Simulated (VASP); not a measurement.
Write the native input for VASP 6.6.1 that does the following.

* Task: single point
* Functional: LDA
* Potentials or basis: VASP PAW LDA potentials, release 64 (Co)
* Cutoff: 520 eV
* k mesh: 17 × 17 × 5
* Occupations: fermi-dirac, width 0.05 eV
* Spin: collinear spin, ferromagnetic start
* Starting moments: [1.58, 1.58, 1.6, 1.6] μB
* Dipole correction: no
* Further INCAR settings: ALGO = Normal; EDIFF = 1e-06; NBANDS = 30

The structure of Co lies in POSCAR:

```
Co
1.0
    2.5200639449      0.0000000000      0.0000000000
   -1.2600319725      2.1824393954      0.0000000000
    0.0000000000      0.0000000000      8.1673494666
Co
4
Direct
    1.0000000000      0.0000000000      1.0000000000
    1.0000000000      0.0000000000      0.5000000000
    0.3333333333      0.6666666667      0.2500000000
    0.6666666667      0.3333333333      0.7500000000
```

These files were run (other wordings do the same):

INCAR

```
PREC = Accurate ; ENCUT = 520
EDIFF = 1E-6 ; ISMEAR = -1
SIGMA = 0.05 ; LREAL = F
LASPH = T ; NELM = 150
ALGO = Normal ; ISIF = 2
LWAVE = F ; LCHARG = F
ISPIN = 2 ; MAGMOM = 1.58 1.58 1.6 1.6
LORBIT = 11 ; LMAXMIX = 4
NBANDS = 30
```

KPOINTS

```
regular mesh
0
Gamma
  17 17 5
```

Potentials or basis: VASP PAW LDA potentials, release 64 (Co).

Command:

```bash
$ cat potpaw_LDA.64/Co/POTCAR > POTCAR
$ mpirun -np 1 vasp_std > vasp.out
```

Results of the run:

```
Pressure                                              : -23.8 GPa
Net moment                                            : 6.41 μB per cell
Site moments                                          : Co +1.60, +1.62 (each value once) μB
Valence electrons inside the program's atomic spheres : Co 8.22
```

Caveat: the cell stands under tension.

It took 6.8 min on 1 thread of Intel Xeon 8259CL, on a shared host, peak memory 0.28 GiB.
